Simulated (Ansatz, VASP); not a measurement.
# PbS in VASP and in Ansatz

```
Pb S
1.0
     4.00621    0.00000    0.00000
    -2.00311    3.46948    0.00000
     0.00000    0.00000    3.71084
Pb S
1 1
Direct
  0.00000 0.00000 0.00000
  0.66667 0.33333 0.50000
```

Alike in both runs: task single point; functional HSE06; k mesh 4 × 4 × 4; occupations fermi-dirac, width 0.05 eV; no spin polarisation.

|  | VASP | Ansatz |
| --- | --- | --- |
| version | VASP 6.6.1 | Ansatz 0.2.0 |
| potentials or method | VASP PAW PBE potentials, release 64 (Pb_d, S) | Ansatz PAW |
| plane-wave cutoff (eV) | 520 | 420 |
| valence electrons in the cell | 20 | 20 |

Ansatz gave:

```
gap on the k mesh at the Fermi level (eV)                     : 0.28
least direct gap on the mesh (eV)                             : 1.22
pressure (GPa)                                                : 2.5
traceless stress, the component that is largest in VASP (GPa) : 1.24
```

Q: Which values does VASP return?

A: gap on the k mesh at the Fermi level (eV): 0.28; least direct gap on the mesh (eV): 1.22; pressure (GPa): 2.4; traceless stress, the component that is largest in VASP (GPa): 1.23.

The k mesh is coarse, so the values compare programs but aren't converged. Spin-orbit coupling is off throughout.
